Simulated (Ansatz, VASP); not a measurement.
One calculation of AlGaN2, two programs

```xyz
4
Lattice="2.9814 0.0000 0.0000 0.0000 2.9814 0.0000 0.0000 0.0000 4.5952" Properties=species:S:1:pos:R:3 pbc="T T T"
Al    1.4907    1.4907    2.2976
Ga    0.0000    0.0000    0.0000
N     1.4907    0.0000    3.4057
N     0.0000    1.4907    1.1895
```

Alike in both runs: functional LDA; k mesh 8 × 8 × 6; occupations gaussian, width 0.05 eV; no spin polarisation.

Ansatz relaxed the structure, and its values are those at the end. VASP's run is a single point on that final structure, the one shown.

|  | VASP | Ansatz |
| --- | --- | --- |
| version | VASP 6.6.1 | Ansatz 0.2.0 |
| potentials or method | VASP PAW LDA potentials, release 64 (Al, Ga_d, N), cutoff 520 eV | scalar-relativistic, plane waves, PAW |
| valence electrons in the cell | 26 | 26 |

|  | VASP | Ansatz | Ansatz less VASP |
| --- | --- | --- | --- |
| gap on the k mesh at the Fermi level (eV) | 2.94 | 2.96 | +0.017 |
| least direct gap on the mesh (eV) | 3.19 | 3.18 | -0.008 |
| pressure (GPa) | 9.7 | 8.6 | -1.07 |
| rms of the force components (eV/Å) | 0.015 | 0.000 | -0.0152 |

Ansatz warns that its potentials were made for another functional, while VASP's fit it. LDA's correlation is that of Perdew and Zunger in VASP and of Perdew and Wang (1992) in Ansatz. Ansatz's warnings: stress scf threshold loose.
